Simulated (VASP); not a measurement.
# TaN (WC type): single point with PBE

TaN (WC type):

```
Ta N
1.0
     2.48368    0.00000    0.00000
    -1.24184    2.15093    0.00000
     0.00000    0.00000    2.52705
Ta N
1 1
Direct
  0.00000 0.00000 0.00000
  0.33333 0.66667 0.50000
```

- Program: VASP 6.6.1
- Task: single point
- Functional: PBE
- Potentials or basis: VASP PAW PBE potentials, release 64 (Ta_sv_GW, N)
- Cutoff: 600 eV
- k mesh: 18 × 18 × 16
- Occupations: fermi-dirac, width 0.1 eV
- Spin: no spin polarisation
- Dipole correction: no
- Second run: valence_matched
- Further INCAR settings: ALGO = Normal; EDIFF = 1e-06; NBANDS = 16

```
Pressure               : 446.8 GPa
Band gap on the k mesh : zero (band 9 reaches 22.34 eV, above the bottom of band 10 at 20.01 eV)
```

Stress tensor (GPa, compression positive):
```
446.12   0.00   0.00
  0.00 446.12   0.00
  0.00   0.00 448.20
```

Levels at points of the mesh, in eV from the Fermi level:
```csv
k point,band 6,band 7,band 8,band 9,band 10,band 11,band 12,band 13
"(0.00, 0.00, 0.00)",-7.91,-7.48,-7.48,-3.90,5.07,5.07,5.21,6.41
"(0.50, 0.00, 0.00)",-11.37,-9.31,-6.80,-4.27,4.09,7.00,7.12,9.24
"(0.00, 0.00, 0.50)",-12.73,-6.06,-6.06,-1.34,-1.34,2.31,4.25,4.25
"(0.50, 0.00, 0.50)",-11.15,-9.41,-8.27,0.99,7.31,9.55,10.07,11.91
```

It took 58 s on 1 thread of Intel(R) Xeon(R) Platinum 8488C (Sapphire Rapids), with other jobs on the host, peak memory 0.21 GiB.

Caveat: spin-orbit coupling is left out, which moves the levels of the heavy elements.
